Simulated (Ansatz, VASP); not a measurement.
**Two plane-wave programs on Sc3Ga2As**

```
CELL_PARAMETERS angstrom
6.17957 0.00000 0.00000
-3.08978 5.35166 0.00000
0.00000 0.00000 4.26261
ATOMIC_POSITIONS crystal
Sc 0.50000 0.00000 0.50000
Sc 0.50000 0.50000 0.50000
Sc 0.00000 0.50000 0.50000
Ga 0.33333 0.66667 0.00000
Ga 0.66667 0.33333 0.00000
As 0.00000 0.00000 0.00000
```

Change from the starting cell: species swapped into the ErCo3B2 type (P6/mmm, No. 191).

Alike in both runs: functional PBE; k mesh 6 × 6 × 10; occupations gaussian, width 0.1 eV; no spin polarisation.

Ansatz relaxed the structure, and its values are those at the end. VASP's run is a single point on that final structure, the one shown.

|  | VASP | Ansatz |
| --- | --- | --- |
| version | VASP 6.6.1 | Ansatz 0.2.0 |
| potentials or method | VASP PAW PBE potentials, release 64 (Sc_sv, Ga_d, As), cutoff 520 eV | scalar-relativistic, plane waves, PAW |
| valence electrons in the cell | 64 | 74 |

VASP gave:

| Item | Value |
| --- | --- |
| gap on the k mesh at the Fermi level (eV) | none |
| pressure (GPa) | 0.1 |

Task: What did Ansatz give for the same quantities?

Result: gap on the k mesh at the Fermi level (eV): none; pressure (GPa): 0.0.

A gap of «none» marks a metal or a gap that the smearing closes. VASP's potentials hold 64 valence electrons a cell and Ansatz's 74, so a difference there can come from the potentials and not from the codes.
